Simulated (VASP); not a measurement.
# Ag (P6_3/mmc) in VASP: further runs

Ag is run at these levels: PBE; tasks: single point.

All numbers are computed with VASP 6.6.1; they aren't measurements. Logs are shortened: lines on timing, memory, paths and dates and some standing lists are left out, and cuts for length are marked.

## (1) The cell of the first run

It takes space group P6_3/mmc (No. 194, hexagonal). Conventional cell: a = 2.893 Å, b = 2.893 Å, c = 9.277 Å, α = 90.00°, β = 90.00°, γ = 120.00°. Within 3.8 Å of Ag (site symmetry -6m2) lie 12 Ag at 2.86 to 2.89 Å. Ag (site symmetry -3m) has 12 Ag at 2.86 to 2.89 Å within 3.8 Å.

This isn't the form of Ag at room conditions, which is fcc.

## (2) Single point, PBE (strain -0.015 along x and y, -0.030 along z)

File INCAR:

```
ALGO = Fast
EDIFF = 1E-6
ENCUT = 520
GGA = PE
ISIF = 2
ISMEAR = 0
LASPH = True
LCHARG = False
LREAL = False
LWAVE = False
NBANDS = 30
NELM = 100
PREC = Accurate
SIGMA = 0.15
```

File KPOINTS:

```
k-points
0
Gamma
  18 18 6
```

File POSCAR:

```
Ag
1.0
    2.8927652239      0.0000000000      0.0000000000
   -1.4463826119      2.5052081711      0.0000000000
    0.0000000000      0.0000000000      9.2766065346
Ag
4
Direct
    0.3333333333      0.6666666667      0.2500000000
    0.6666666667      0.3333333333      0.7500000000
    0.0000000000      0.0000000000      0.0000000000
    0.0000000000      0.0000000000      0.5000000000
```

Potentials or basis: VASP PAW PBE potentials, release 64 (Ag).

Command:

```bash
> cat potpaw_PBE.64/Ag/POTCAR > POTCAR
> mpirun -np 1 vasp_std > vasp.out
```

OUTCAR:

```text
EDIFF = 1E-6
   ENCUT = 520
   GGA = PE
   ISIF = 2
   ISMEAR = 0
   LASPH = True
   LREAL = False
   NELM = 100
   PREC = Accurate

 ion  position               nearest neighbor table
   1  0.333  0.667  0.250-   3 2.86   4 2.86   3 2.86   4 2.86   3 2.86   4 2.86
   2  0.667  0.333  0.750-   3 2.86   4 2.86   3 2.86   4 2.86   3 2.86   4 2.86
   3  0.000  0.000  0.000-   1 2.86   2 2.86   1 2.86   2 2.86   2 2.86   1 2.86
   4  0.000  0.000  0.500-   1 2.86   2 2.86   1 2.86   2 2.86   2 2.86   1 2.86

  LATTYP: Found a hexagonal cell.
 ALAT       =     2.8927652239
 C/A-ratio  =     3.2068300801

  Lattice vectors:

 A1 = (   2.8927652239,   0.0000000000,   0.0000000000)
 A2 = (  -1.4463826119,   2.5052081711,   0.0000000000)
 A3 = (   0.0000000000,   0.0000000000,   9.2766065346)

Analysis of symmetry for initial positions (statically):
=====================================================================
 Subroutine PRICEL returns:
 Original cell was already a primitive cell.

 Routine SETGRP: Setting up the symmetry group for a
 hexagonal supercell.

 Subroutine GETGRP returns: Found 24 space group operations
 (whereof 12 operations were pure point group operations)
 out of a pool of 24 trial point group operations.

The static configuration has the point symmetry D_3d.
 The point group associated with its full space group is D_6h.

Analysis of symmetry for dynamics (positions and initial velocities):
=====================================================================
 Subroutine PRICEL returns:
 Original cell was already a primitive cell.

 Routine SETGRP: Setting up the symmetry group for a
 hexagonal supercell.

 Subroutine GETGRP returns: Found 24 space group operations
 (whereof 12 operations were pure point group operations)
 out of a pool of 24 trial point group operations.

The dynamic configuration has the point symmetry D_3d.
 The point group associated with its full space group is D_6h.

 Subroutine INISYM returns: Found 24 space group operations
 (whereof 12 operations are pure point group operations),
 and found     1 'primitive' translations

----------------------------------------------------------------------------------------

                                     Primitive cell

  volume of cell :      67.2274

  direct lattice vectors                    reciprocal lattice vectors
     2.892765224  0.000000000  0.000000000     0.345689996  0.199584213  0.000000000
    -1.446382612  2.505208171  0.000000000     0.000000000  0.399168425  0.000000000
     0.000000000  0.000000000  9.276606535     0.000000000  0.000000000  0.107798040

  length of vectors
     2.892765224  2.892765224  9.276606535     0.399168425  0.399168425  0.107798040

  position of ions in fractional coordinates (direct lattice)
     0.333333333  0.666666667  0.250000000
     0.666666667  0.333333333  0.750000000
     0.000000000  0.000000000  0.000000000
     0.000000000  0.000000000  0.500000000

  ion indices of the primitive-cell ions
   primitive index   ion index
                 1           1
                 2           2
                 3           3
                 4           4

----------------------------------------------------------------------------------------

 KPOINTS: k-points

Automatic generation of k-mesh.
 Grid dimensions read from file:
 generate k-points for:   18   18    6

 Generating k-lattice:

  Cartesian coordinates                     Fractional coordinates (reciprocal lattice)
     0.019205000  0.011088012  0.000000000     0.055555556  0.000000000  0.000000000
     0.000000000  0.022176024  0.000000000     0.000000000  0.055555556  0.000000000
     0.000000000  0.000000000  0.017966340     0.000000000  0.000000000  0.166666667

  Length of vectors
     0.022176024  0.022176024  0.017966340

  Shift w.r.t. Gamma in fractional coordinates (k-lattice)
     0.000000000  0.000000000  0.000000000

 Subroutine IBZKPT returns following result:
 ===========================================

 Found    148 irreducible k-points:

 Following reciprocal coordinates:
            Coordinates               Weight
  0.000000  0.000000  0.000000      1.000000
  0.055556  0.000000  0.000000      6.000000
  0.111111  0.000000  0.000000      6.000000
  0.166667 -0.000000  0.000000      6.000000
  0.222222 -0.000000  0.000000      6.000000
  0.277778 -0.000000  0.000000      6.000000
[... 16 lines left out ...]
  0.333333  0.111111  0.000000     12.000000
  0.388889  0.111111  0.000000     12.000000
 [... further k-points ...]
   k-points           NKPTS =    148   k-points in BZ     NKDIM =    148   number of bands    NBANDS=     30
   number of dos      NEDOS =    301   number of ions     NIONS =      4
   total plane-waves  NPLWV =  40320
   dimension x,y,z NGX =    24 NGY =   24 NGZ =   70
   dimension x,y,z NGXF=    48 NGYF=   48 NGZF=  140
   ions per type =               4
   NGX,Y,Z   is equivalent  to a cutoff of  13.79, 13.79, 12.54 a.u.
   NGXF,Y,Z  is equivalent  to a cutoff of  27.59, 27.59, 25.09 a.u.
 SYSTEM =  unknown system
   PREC   = accura    normal or accurate (medium, high low for compatibility)
   ISTART =      0    job   : 0-new  1-cont  2-samecut
   ICHARG =      2    charge: 1-file 2-atom 10-const
   ISPIN  =      1    spin polarized calculation?
   LNONCOLLINEAR =      F non collinear calculations
   LSORBIT =      F    spin-orbit coupling
   LASPH  =      T    aspherical Exc in radial PAW
   ENCUT  =  520.0 eV  38.22 Ry    6.18 a.u.   5.38  5.38 17.25*2*pi/ulx,y,z
   NELM   =    100;   NELMIN=  2; NELMDL= -5     # of ELM steps
   EDIFF  = 0.1E-05   stopping-criterion for ELM
   LREAL  =      F    real-space projection
   EDIFFG = 0.1E-04   stopping-criterion for IOM
   NSW    =      0    number of steps for IOM
   IBRION =     -1    ionic relax: 0-MD 1-quasi-New 2-CG
   NFREE  =      0    steps in history (QN), initial steepest desc. (CG)
   ISIF   =      2    stress and relaxation
   ISYM   =      2    0-nonsym 1-usesym 2-fastsym
   POTIM  = 0.5000    time-step for ionic-motion
   TEBEG  =    0.0;   TEEND  =   0.0 temperature during run
   PSTRESS=    0.0 pullay stress
   NELECT =      44.0000    total number of electrons
   NUPDOWN=      -1.0000    fix difference up-down
   EMIN   =  10.00;   EMAX   =-10.00  energy-range for DOS
   EFERMI =   0.00;   METHOD = LEGACY
   ISMEAR =     0;   SIGMA  =   0.15  broadening in eV -4-tet -1-fermi 0-gaus
   EFERMI_NEDOS =   21; number of points for ismear=-14 and -15
   IALGO  =     68    algorithm
   IMIX   =      4    mixing-type and parameters
     AMIX     =   0.40;   BMIX     =  1.00
     AMIX_MAG =   1.60;   BMIX_MAG =  1.00
  volume/ion in A,a.u.               =      16.81       113.42
  Fermi-wavevector in a.u.,A,eV,Ry     =   1.421380  2.686020 27.488155  2.020322
  Thomas-Fermi vector in A             =   2.542196
   LORBIT       =      0    0 simple, 1 ext, 2 COOP (PROOUT), +10 PAW based schemes
   GGA     = PE    functional components
   LHFCALC =     F    Hartree Fock is set to
   AEXX    =    0.0000 exact exchange contribution
   IVDW    =     0    specifies the selected vdW correction
   LEPSILON=     F    determine dielectric tensor
   LRPA    =     F    only Hartree local field effects (RPA)
 non-spin polarized calculation
 RMM-DIIS sequential band-by-band and
 Gauss-broadening in eV      SIGMA  =   0.15
  energy-cutoff  :      520.00
  volume of cell :       67.23
 maximum number of plane-waves:      1859
 NGX is ok and might be reduce to    24
   NGX = 11   NGY = 11   NGZ = 35

 number of electron      44.0000001 magnetization

 Free energy of the ion-electron system (eV)
  ---------------------------------------------------
  ext. energy  EPLUGINS =         0.00000000
  ---------------------------------------------------
  free energy    TOTEN  =       -10.78564876 eV

  energy without entropy =      -10.77218660  energy(sigma->0) =      -10.77891768

 E-fermi :   8.6237     XC(G=0): -12.2952

 val. band max:        8.6121518948   @ k =   0.5000  -0.0000   0.3333
 cond. band min:       8.6261364152   @ k =   0.2778   0.2222   0.3333
 fundamental gap:      0.0139845203
 Fermi energy:         8.6236729757

 k-point     1 :       0.0000    0.0000    0.0000
  band No.  band energies     occupation
      1       0.7574      2.00000
      2       2.1547      2.00000
      3       2.1987      2.00000
      4       2.2037      2.00000
      5       3.7321      2.00000
      6       3.7321      2.00000
[... 22 lines left out ...]
     29      24.2638      0.00000
     30      25.1576      0.00000

 k-point     2 :       0.0556    0.0000    0.0000
  band No.  band energies     occupation
      1       0.8430      2.00000
      2       2.2059      2.00000
      3       2.2733      2.00000
      4       2.2769      2.00000
      5       3.6885      2.00000
      6       3.7045      2.00000
[... 22 lines left out ...]
     29      24.2244      0.00000
     30      24.8490      0.00000

 k-point     3 :       0.1111    0.0000    0.0000
  band No.  band energies     occupation
      1       1.0928      2.00000
      2       2.3452      2.00000
      3       2.4799      2.00000
      4       2.4800      2.00000
      5       3.5054      2.00000
      6       3.6319      2.00000
[... 22 lines left out ...]
     29      23.8265      0.00000
     30      23.9579      0.00000

 k-point     4 :       0.1667   -0.0000    0.0000
  band No.  band energies     occupation
      1       1.4797      2.00000
      2       2.5147      2.00000
      3       2.7358      2.00000
      4       2.7491      2.00000
      5       3.2779      2.00000
      6       3.4476      2.00000
[... 22 lines left out ...]
     29      22.4933      0.00000
     30      22.5177      0.00000

 k-point     5 :       0.2222   -0.0000    0.0000
  band No.  band energies     occupation
      1       1.9322      2.00000
      2       2.5960      2.00000
      3       2.8061      2.00000
      4       2.9125      2.00000
      5       3.1594      2.00000
      6       3.2527      2.00000
[... 22 lines left out ...]
     29      21.1811      0.00000
     30      21.2624      0.00000
[... 526 lines left out ...]
     29      19.3551      0.00000
     30      21.4032      0.00000

 k-point    22 :       0.2778    0.1111    0.0000
  band No.  band energies     occupation
      1       2.4543      2.00000
      2       2.5370      2.00000
      3       2.6122      2.00000
      4       3.0552      2.00000
      5       3.0745      2.00000
      6       3.1364      2.00000
[... 22 lines left out ...]
     29      18.5790      0.00000
     30      20.8682      0.00000

 k-point    23 :       0.3333    0.1111    0.0000
  band No.  band energies     occupation
      1       2.3615      2.00000
      2       2.3686      2.00000
      3       2.4913      2.00000
      4       2.9754      2.00000
      5       2.9976      2.00000
      6       3.2153      2.00000
[... 22 lines left out ...]
     29      17.9773      0.00000
     30      20.3188      0.00000

 k-point    24 :       0.3889    0.1111    0.0000
  band No.  band energies     occupation
      1       2.2607      2.00000
      2       2.2959      2.00000
      3       2.4099      2.00000
      4       2.8938      2.00000
      5       2.9447      2.00000
      6       3.1776      2.00000
[... 22 lines left out ...]
     29      17.5699      0.00000
     30      18.8446      0.00000

 [... further k-points ...]
[... 5 lines left out ...]
  --------------------------------------------------------------------------------------
  -------------------------------------------------------------------------------------
  Total        2.4052856      2.4052856      3.2942402      0.0000000     -0.0000000      0.0000000
  in kB       57.3232873     57.3232873     78.5090469      0.0000000     -0.0000000      0.0000000
  external PRESSURE =      64.3852072 kB  Pullay stress =       0.0000000 kB

 VOLUME and BASIS-vectors are now :
 -----------------------------------------------------------------------------
  energy-cutoff  :      520.00
  volume of cell :       67.23
      direct lattice vectors                 reciprocal lattice vectors
     2.892765224  0.000000000  0.000000000     0.345689996  0.199584213  0.000000000
    -1.446382612  2.505208171  0.000000000     0.000000000  0.399168425  0.000000000
     0.000000000  0.000000000  9.276606535     0.000000000  0.000000000  0.107798040

 POSITION                                       TOTAL-FORCE (eV/Angst)
 -----------------------------------------------------------------------------------
     -0.00000      1.67014      2.31915        -0.000000     -0.000000     -0.000000
      1.44638      0.83507      6.95745         0.000000      0.000000     -0.000000
      0.00000      0.00000      0.00000        -0.000000     -0.000000      0.000000
      0.00000      0.00000      4.63830        -0.000000     -0.000000      0.000000
 -----------------------------------------------------------------------------------
    total drift:                               -0.000000      0.000000      0.000000

  FREE ENERGIE OF THE ION-ELECTRON SYSTEM (eV)
  ---------------------------------------------------
  free  energy   TOTEN  =       -10.7856487591 eV

  energy  without entropy=      -10.7721865986  energy(sigma->0) =      -10.77891768
```

It took 4.2 min on 1 thread of AMD EPYC 7R13 (Zen 3), shared host; peak memory 0.32 GiB.

What came out:

| Item | Value |
| --- | --- |
| Free energy | -10.7856 eV |
| Pressure | 6.4 GPa |
| Band gap on the k mesh | zero (bands 22 and 23 overlap by 6.52 eV) |

Caveat: the cell differs from its parent crystal (strain -0.015 along x and y, -0.030 along z); the cell stands under pressure.

## (3) Single point, PBE (strain -0.030 along x and y, +0.015 along z)

File INCAR:

```
SYSTEM = Ag
  ALGO = Fast
  EDIFF = 1E-6
  ENCUT = 520
  GGA = PE
  ISIF = 2
  ISMEAR = 0
  LASPH = .True.
  LCHARG = .False.
  LREAL = .False.
  LWAVE = .False.
  NBANDS = 30
  NELM = 100
  PREC = Accurate
  SIGMA = 0.15
```

File KPOINTS:

```
k-points
0
Gamma
  18 18 6
  0 0 0
```

File POSCAR:

```
Ag
1.0
    2.8487129616      0.0000000000      0.0000000000
   -1.4243564808      2.4670577928      0.0000000000
    0.0000000000      0.0000000000      9.7069645697
Ag
4
Direct
    0.3333333333      0.6666666667      0.2500000000
    0.6666666667      0.3333333333      0.7500000000
    0.0000000000      0.0000000000      0.0000000000
    0.0000000000      0.0000000000      0.5000000000
```

Potentials or basis: VASP PAW PBE potentials, release 64 (Ag).

Command:

```bash
> cat potpaw_PBE.64/Ag/POTCAR > POTCAR
> mpirun -np 1 vasp_std > vasp.out
```

OUTCAR:

```text
SYSTEM = Ag
   EDIFF = 1E-6
   ENCUT = 520
   GGA = PE
   ISIF = 2
   ISMEAR = 0
   LASPH = .True.
   LREAL = .False.
   NELM = 100
   PREC = Accurate

 ion  position               nearest neighbor table
   1  0.333  0.667  0.250-   3 2.93   4 2.93   3 2.93   4 2.93   3 2.93   4 2.93
   2  0.667  0.333  0.750-   3 2.93   4 2.93   3 2.93   4 2.93   3 2.93   4 2.93
   3  0.000  0.000  0.000-   1 2.93   2 2.93   1 2.93   2 2.93   2 2.93   1 2.93
   4  0.000  0.000  0.500-   1 2.93   2 2.93   1 2.93   2 2.93   2 2.93   1 2.93

  LATTYP: Found a hexagonal cell.
[... 988 lines left out ...]
     30      18.3841      0.00000

 [... further k-points ...]
[... 5 lines left out ...]
  --------------------------------------------------------------------------------------
  -------------------------------------------------------------------------------------
  Total        2.7803944      2.7803944      0.7469556      0.0000000     -0.0000000      0.0000000
  in kB       65.2988496     65.2988496     17.5425973      0.0000000     -0.0000000      0.0000000
  external PRESSURE =      49.3800989 kB  Pullay stress =       0.0000000 kB

 VOLUME and BASIS-vectors are now :
 -----------------------------------------------------------------------------
  energy-cutoff  :      520.00
  volume of cell :       68.22
      direct lattice vectors                 reciprocal lattice vectors
     2.848712962  0.000000000  0.000000000     0.351035718  0.202670566  0.000000000
    -1.424356481  2.467057793  0.000000000     0.000000000  0.405341133  0.000000000
     0.000000000  0.000000000  9.706964570     0.000000000  0.000000000  0.103018816

 POSITION                                       TOTAL-FORCE (eV/Angst)
 -----------------------------------------------------------------------------------
     -0.00000      1.64471      2.42674         0.000000     -0.000000      0.000000
      1.42436      0.82235      7.28022        -0.000000      0.000000      0.000000
      0.00000      0.00000      0.00000        -0.000000      0.000000      0.000000
      0.00000      0.00000      4.85348        -0.000000      0.000000      0.000000
 -----------------------------------------------------------------------------------
    total drift:                               -0.000000      0.000000      0.000000

  FREE ENERGIE OF THE ION-ELECTRON SYSTEM (eV)
  ---------------------------------------------------
  free  energy   TOTEN  =       -10.7979033589 eV

  energy  without entropy=      -10.7840138457  energy(sigma->0) =      -10.79095860
```

OSZICAR:

```text
N       E                     dE             d eps       ncg     rms          rms(c)
DAV:   1     0.297124319414E+03    0.29712E+03   -0.22739E+04  8904   0.145E+03
DAV:   2    -0.531941006981E+01   -0.30244E+03   -0.28684E+03  9162   0.336E+02
DAV:   3    -0.117864157027E+02   -0.64670E+01   -0.64324E+01 10262   0.559E+01
DAV:   4    -0.118152378643E+02   -0.28822E-01   -0.28818E-01  9552   0.363E+00
DAV:   5    -0.118155259999E+02   -0.28814E-03   -0.28813E-03 10236   0.390E-01    0.105E+01
RMM:   6    -0.108382956178E+02    0.97723E+00   -0.27973E+00  8885   0.112E+01    0.673E+00
RMM:   7    -0.108078895047E+02    0.30406E-01   -0.96458E-02  9146   0.201E+00    0.368E+00
RMM:   8    -0.107980667894E+02    0.98227E-02   -0.78054E-03  9424   0.627E-01    0.375E-01
RMM:   9    -0.107978825506E+02    0.18424E-03   -0.13973E-03  9620   0.243E-01    0.104E-01
RMM:  10    -0.107979018589E+02   -0.19308E-04   -0.13888E-04  9761   0.694E-02    0.686E-02
RMM:  11    -0.107979031437E+02   -0.12848E-05   -0.28366E-05  9653   0.315E-02    0.181E-02
RMM:  12    -0.107979033589E+02   -0.21526E-06   -0.38610E-06  7604   0.122E-02
   1 F= -.10797903E+02 E0= -.10790959E+02  d E =-.138895E-01
```

Run time: 4.1 min. Hardware: 1 thread of AMD EPYC 7R13 (Zen 3), shared host; peak memory 0.32 GiB.

Results:

| Quantity | Value |
| --- | --- |
| Free energy | -10.7979 eV |
| Pressure | 4.9 GPa |
| Band gap on the k mesh | zero (bands 22 and 23 overlap by 6.86 eV) |

Stress tensor (GPa, compression positive):
```
6.53 0.00 0.00
0.00 6.53 0.00
0.00 0.00 1.75
```

Levels at points of the mesh, in eV from the Fermi level:
```
           k point  band 20  band 21  band 22  band 23  band 24  band 25
(0.00, 0.00, 0.00)    -3.41    -3.41    -3.05    -3.05    -0.69     3.05
(0.50, 0.00, 0.00)    -2.76    -0.08     0.79     1.16     1.70     4.47
(0.00, 0.00, 0.50)    -3.19    -3.19    -3.19    -2.66    -2.66     5.80
(0.50, 0.00, 0.50)    -2.77     0.35     0.35     1.52     1.52     4.80
```

Caveat: the cell differs from its parent crystal (strain -0.030 along x and y, +0.015 along z); the cell stands under pressure.
